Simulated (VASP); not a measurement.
Set up this calculation in VASP 6.6.1, as the native input.

```
Task                   : single point
Functional             : LDA
Potentials or basis    : VASP PAW LDA potentials, release 64 (C)
Cutoff                 : 520 eV
k mesh                 : 18 × 18 × 6
Occupations            : gaussian, width 0.1 eV
Spin                   : no spin polarisation
Dipole correction      : no
Further INCAR settings : ALGO = Normal; EDIFF = 1e-07; NBANDS = 16
```

The structure of C lies in POSCAR:

```
C
1.0
    1.2227748652     -2.1167364063      0.0000000000
    1.2227748652      2.1167364063      0.0000000000
    0.0000000000      0.0000000000      6.7353191709
C
4
Direct
    0.0833017637      0.9166982363      0.7500094854
    0.5833017637      0.4166982363      0.2499905146
    0.9166982363      0.0833017637      0.2499905146
    0.4166982363      0.5833017637      0.7500094854
```

These files were run (other wordings do the same):

INCAR

```
  PREC = Accurate
  ENCUT = 520
  EDIFF = 1E-7
  ISMEAR = 0
  SIGMA = 0.1
  LREAL = False
  LASPH = True
  NELM = 80
  ALGO = Normal
  ISIF = 2
  LWAVE = False
  LCHARG = False
  GGA = CA
  NBANDS = 16
```

KPOINTS

```
regular mesh
0
Gamma
  18 18 6
```

Potentials or basis: VASP PAW LDA potentials, release 64 (C).

Run with:

```bash
$ cat potpaw_LDA.64/C/POTCAR > POTCAR
$ mpirun -np 1 vasp_std > vasp.out
```

It gave:

```json
{"Pressure": "0.8 GPa", "Band gap on the k mesh": "zero (filled and empty bands touch)"}
```

It took 62 s on 1 thread of Intel(R) Xeon(R) 6975P-C (Granite Rapids) (shared host), peak memory 0.23 GiB.
